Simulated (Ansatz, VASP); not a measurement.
# One calculation of Ag, two programs

```
Ag
1.0
     2.75145    0.00000    0.00000
     0.00000    2.75145    0.00000
     0.00000    0.00000    2.75145
Ag
1
Cartesian
  0.0000 0.0000 0.0000
```

Alike in both runs: task electric field gradients; functional r2SCAN; k mesh 12 × 12 × 12; occupations fermi-dirac, width 0.05 eV; no spin polarisation.

```csv
,VASP,Ansatz
version,VASP 6.6.1,Ansatz 0.2.0
potentials or method,"VASP PAW PBE potentials, release 64 (Ag)","PAW with Ansatz's default frozen-core files, scalar-relativistic"
plane-wave cutoff (eV),520,500
valence electrons in the cell,11,19
```

|  | VASP | Ansatz | Ansatz less VASP |
| --- | --- | --- | --- |
| pressure (GPa) | -2.6 | -2.7 | -0.11 |

VASP's potentials were made for PBE, not for r2SCAN. With one functional, cell and mesh, what is left measures potentials, basis and numerics. VASP's potentials hold 11 valence electrons a cell and Ansatz's 19, so a difference there can come from the potentials and not from the codes.
